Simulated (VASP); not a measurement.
**CuCl: single point with HSE06**

Crystal: CuCl.

```
Cu Cl
1.0
     0.00000    2.64484    2.64484
     2.64484    0.00000    2.64484
     2.64484    2.64484    0.00000
Cu Cl
1 1
Cartesian
  0.0000 0.0000 0.0000
  1.3224 1.3224 1.3224
```

```
Program                            : VASP 6.6.1
Task                               : single point
Functional                         : HSE06
Potentials or basis                : VASP PAW PBE potentials, release 64 (Cu, Cl)
Cutoff                             : 520 eV
k mesh                             : 8 × 8 × 8
Occupations                        : fermi-dirac, width 0.05 eV
Spin                               : no spin polarisation
Dipole correction                  : no
Grid for exact exchange (PRECFOCK) : Normal
Further INCAR settings             : ALGO = Normal; EDIFF = 1e-06; NBANDS = 16
Share of exact exchange            : 0.25
Screening parameter                : 0.2079 1/Å
```

* Pressure: 4.7 GPa
* Band gap on the k mesh: 2.43 eV

Levels at points of the mesh, in eV from the valence-band top:
| k point | band 5 | band 6 | band 7 | band 8 | band 9 | band 10 | band 11 | band 12 | band 13 | band 14 |
| --- | --- | --- | --- | --- | --- | --- | --- | --- | --- | --- |
| (0.00, 0.00, 0.00) | -2.10 | -2.10 | 0.00 | 0.00 | 0.00 | 2.43 | 8.62 | 8.62 | 8.62 | 13.88 |
| (0.50, 0.00, 0.00) | -2.02 | -2.02 | -1.95 | -0.76 | -0.76 | 4.87 | 8.96 | 9.04 | 9.04 | 14.23 |
| (0.50, 0.50, 0.00) | -2.21 | -1.90 | -1.83 | -1.59 | -1.59 | 4.93 | 6.46 | 11.15 | 13.69 | 13.69 |

It took 38 min on 4 MPI ranks on Intel(R) Xeon(R) Platinum 8259CL CPU @ 2.50GHz (Skylake/Cascade Lake), on a shared host, peak memory 0.28 GiB a rank.

Caveat: the cell stands under pressure; the PAW data sets were made with another functional, which shifts forces and pressure a little.
